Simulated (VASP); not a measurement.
The system is Al.

```
Al
1.0
    -0.01822    4.07393   -0.04592
    -1.35929   -2.07897    4.33841
     5.68225   -0.02547    0.06923
Al
6
Direct
  0.97098 0.97952 0.98918
  0.99701 0.97990 0.47376
  0.31929 0.66251 0.18467
  0.35332 0.67180 0.66262
  0.70572 0.35010 0.35314
  0.65369 0.35615 0.83662
```

```yaml
Program: VASP 6.6.1
Task: relaxation of cell and atoms
Functional: PBE
Potentials_or_basis: VASP PAW PBE potentials, release 64 (Al)
Cutoff: 600 eV
k_mesh: 6 × 6 × 4
Occupations: gaussian, width 0.2 eV
Spin: no spin polarisation
```

At the start: pressure 0.7 GPa; volume 16.71 Å³/atom.

Question: How do energy, volume and symmetry change on relaxing?

Answer: Over 12 steps the energy falls by 57.7 meV/atom and the volume is 16.49 Å³/atom (-1.3 %); space group P1 (No. 1, to 0.1 Å) before, Immm (No. 71, to 0.1 Å).

Step by step:
| step | energy change (eV) | largest force (eV/Å) | pressure (GPa) | volume (Å³) |
| --- | --- | --- | --- | --- |
| 1 | 0.0000 | 0.9022 | 0.66 | 100.27 |
| 2 | -0.1749 | 0.5863 | -0.89 | 101.25 |
| 3 | -0.2729 | 0.2438 | -2.38 | 102.63 |
| 4 | -0.3181 | 0.2491 | 0.78 | 98.24 |
| 5 | -0.3187 | 0.2436 | 0.44 | 98.65 |
| 6 | -0.3328 | 0.1737 | 0.28 | 98.76 |
| 7 | -0.3392 | 0.0848 | 0.12 | 98.90 |
| 8 | -0.3453 | 0.0355 | -0.19 | 99.23 |
| 9 | -0.3455 | 0.0333 | -0.24 | 99.30 |
| 10 | -0.3461 | 0.0240 | 0.20 | 98.73 |
| 11 | -0.3461 | 0.0259 | 0.11 | 98.85 |
| 12 | -0.3464 | 0.0136 | 0.05 | 98.93 |

Final structure:
```xyz
6
Lattice="0.0024 4.0331 -0.0003 -1.4687 -2.0190 4.2175 5.8219 0.0039 -0.0162" Properties=species:S:1:pos:R:3 pbc="T T T"
Al    5.8197    0.0054   -0.0156
Al    1.4432    2.0143    4.2082
Al   -0.0092   -0.0003    2.8089
Al    2.9014    0.0001    2.8009
Al    1.4562    2.0152    1.3997
Al    4.3664    2.0212    1.3928
```
